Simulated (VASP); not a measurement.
Write the native input for VASP 6.6.1 that does the following.

```yaml
Task: single point
Functional: PBE
Potentials_or_basis: VASP PAW PBE potentials, release 64 (Al, Ga_d, As)
Cutoff: 520 eV
k_mesh: 4 × 2 × 4
Occupations: gaussian, width 0.1 eV
Spin: no spin polarisation
Dipole_correction: no
Further_INCAR_settings: ALGO = Normal; EDIFF = 1e-06; NBANDS = 31
```

The structure of Al3GaAs4 lies in POSCAR:

```
Al3GaAs4
1.0
    3.8458615300      0.0000000000      0.0000000000
    0.0000000000      7.6917230500      0.0000000000
    0.0000000000      0.0000000000      5.4388695300
Al Ga As
3 1 4
Direct
    0.0000000000      0.7500000000      0.0000000000
    0.0000000000      0.2500000000      0.0000000000
    0.5000000000      0.5000000000      0.5000000000
    0.5000000000      0.0000000000      0.5000000000
    0.0000000000      0.0000000000      0.2500000000
    0.5000000000      0.2500000000      0.7500000000
    0.0000000000      0.5000000000      0.2500000000
    0.5000000000      0.7500000000      0.7500000000
```

The input as run:

INCAR

```
SYSTEM = Al3GaAs4
  PREC = Accurate
  ENCUT = 520
  EDIFF = 1E-6
  ISMEAR = 0
  SIGMA = 0.1
  LREAL = .FALSE.
  LASPH = .TRUE.
  NELM = 60
  ALGO = Normal
  ISIF = 2
  LWAVE = .FALSE.
  LCHARG = .TRUE.
  GGA = PE
  LELF = .TRUE.
  LVHAR = .TRUE.
  NBANDS = 31
```

KPOINTS

```
regular mesh
0
G
  4 2 4
  0 0 0
```

Potentials or basis: VASP PAW PBE potentials, release 64 (Al, Ga_d, As).

The run is started by

```bash
$ cat potpaw_PBE.64/Al/POTCAR potpaw_PBE.64/Ga_d/POTCAR potpaw_PBE.64/As/POTCAR > POTCAR
$ mpirun -np 1 vasp_std > vasp.out
```

Results of the run:

* Pressure: 15.1 GPa
* Largest force: 0.112 eV/Å
* Band gap on the k mesh: 1.18 eV (least direct gap 1.20 eV)

Caveat: the cell stands under pressure.

Wall time 55 s on 1 thread of Intel(R) Xeon(R) 6975P-C (Granite Rapids), on a shared host, peak memory 0.29 GiB.
